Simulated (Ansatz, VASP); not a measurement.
**One calculation of CaMg, two programs**

INCAR

```
PREC     = Accurate       # precision mode
ENCUT    = 520            # plane-wave cutoff, eV
EDIFF    = 1E-7           # SCF threshold, eV
ISMEAR   = 0              # smearing method
SIGMA    = 0.15           # smearing width, eV
LREAL    = F              # projectors in reciprocal space
LASPH    = T              # aspherical terms in the spheres
NELM     = 80             # most SCF steps
ALGO     = Fast           # electronic algorithm
ISIF     = 2              # what is computed and relaxed
LWAVE    = F              # write WAVECAR
LCHARG   = F              # write CHGCAR
NBANDS   = 13             # bands
```

File KPOINTS:

```
regular mesh
0
Gamma
  18 18 10
```

The input POSCAR:

```
CaMg
1.0
    3.7183729878      0.0000000000      0.0000000000
   -1.8591864939      3.2202054682      0.0000000000
    0.0000000000      0.0000000000      5.4713523384
Ca Mg
1 1
Direct
    0.0000000000      0.0000000000      0.5000000000
    0.6666666667      0.3333333333      0.0000000000
```

Input for Ansatz:

```yaml
crystal:
  lattice:
    - [3.7183729878, 0.0, 0.0]
    - [-1.8591864939, 3.2202054682, 0.0]
    - [0.0, 0.0, 5.4713523384]
  atoms:
    - { symbol: Ca, position: [0.0, 0.0, 0.5] }
    - { symbol: Mg, position: [0.6666666667, 0.3333333333, 0.0] }
basis:
  ecutwfc: 420
kpoints:
  mp_grid: { grid: [18, 18, 10] }
hamiltonian:
  xc: lda
scf:
  occupations: { method: gaussian, width: 0.15 }
output:
  forces: true
  stress: true
  eigenvalues: true
```

Alike in both runs: task single point; functional LDA; k mesh 18 × 18 × 10; occupations gaussian, width 0.15 eV; no spin polarisation.

|  | VASP | Ansatz |
| --- | --- | --- |
| version | VASP 6.6.1 | Ansatz 0.2.0 |
| potentials or method | VASP PAW LDA potentials, release 64 (Ca_sv, Mg), cutoff 520 eV | scalar-relativistic, plane waves, PAW |
| valence electrons in the cell | 12 | 20 |

VASP gave:

```
gap on the k mesh at the Fermi level (eV)                     : none
pressure (GPa)                                                : -1.8
traceless stress, the component that is largest in VASP (GPa) : 0.13
```

Which values does Ansatz return?

gap on the k mesh at the Fermi level (eV): none; pressure (GPa): -1.6; traceless stress, the component that is largest in VASP (GPa): 0.20.

LDA's correlation is that of Perdew and Zunger in VASP and of Perdew and Wang (1992) in Ansatz. A gap of «none» marks a metal or a gap that the smearing closes. VASP's potentials hold 12 valence electrons a cell and Ansatz's 20, so a difference there can come from the potentials and not from the codes.
